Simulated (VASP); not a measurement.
Set up this calculation in VASP 6.6.1, as the native input.

| Property | Result |
| --- | --- |
| Task | single point |
| Functional | r2SCAN |
| Potentials or basis | VASP PAW PBE potentials, release 64 (Sn_d) |
| Cutoff | 550 eV |
| k mesh | 7 × 7 × 7 |
| Occupations | fermi-dirac, width 0.05 eV |
| Spin | no spin polarisation |
| Dipole correction | no |
| Further INCAR settings | ALGO = Normal; EDIFF = 1e-06; NBANDS = 21 |

The system is Sn.

```
Sn
1.0
     0.00000    2.94784    2.94784
     2.94784    0.00000    2.94784
     2.94784    2.94784    0.00000
Sn
2
Direct
  0.75000 0.75000 0.75000
  0.50000 0.50000 0.50000
```

This isn't the form of Sn at room conditions, which is tetragonal (white tin).

The input as run:

POSCAR

```
Sn
1.0
    0.0000000000      2.9478381986      2.9478381986
    2.9478381986      0.0000000000      2.9478381986
    2.9478381986      2.9478381986      0.0000000000
Sn
2
Direct
    0.7500000000      0.7500000000      0.7500000000
    0.5000000000      0.5000000000      0.5000000000
```

INCAR.step1

```
SYSTEM = Sn
PREC = Accurate
ENCUT = 550
ISMEAR = -1
SIGMA = 0.05
LREAL = .FALSE.
LASPH = .TRUE.
NELM = 120
NBANDS = 21
GGA = PE
ALGO = Normal
EDIFF = 1E-5
LWAVE = .TRUE.
LCHARG = .FALSE.
GGA_COMPAT = .FALSE.
```

INCAR.step2

```
SYSTEM = Sn
PREC = Accurate
ENCUT = 550
EDIFF = 1E-6
ISMEAR = -1
SIGMA = 0.05
LREAL = .FALSE.
LASPH = .TRUE.
NELM = 120
ALGO = Normal
ISIF = 2
LWAVE = .FALSE.
LCHARG = .TRUE.
METAGGA = R2SCAN
LMIXTAU = .TRUE.
LELF = .TRUE.
LVHAR = .TRUE.
NBANDS = 21
ISTART = 1
GGA_COMPAT = .FALSE.
```

KPOINTS

```
Automatic mesh
0
G
  7 7 7
  0 0 0
```

Potentials or basis: VASP PAW PBE potentials, release 64 (Sn_d).

The run is started by

```console
$ cat potpaw_PBE.64/Sn_d/POTCAR > POTCAR
$ cp INCAR.step1 INCAR
$ mpirun -np 1 vasp_std > vasp.out
$ cp INCAR.step2 INCAR
$ mpirun -np 1 vasp_std > vasp.out
```

It gave:

- Pressure: 30.1 GPa

Caveat: the cell stands under pressure; the PAW data sets were made with another functional, which shifts forces and pressure a little.

Wall time 2 min on 1 thread of Intel Xeon 8259CL (shared host), peak memory 0.19 GiB.
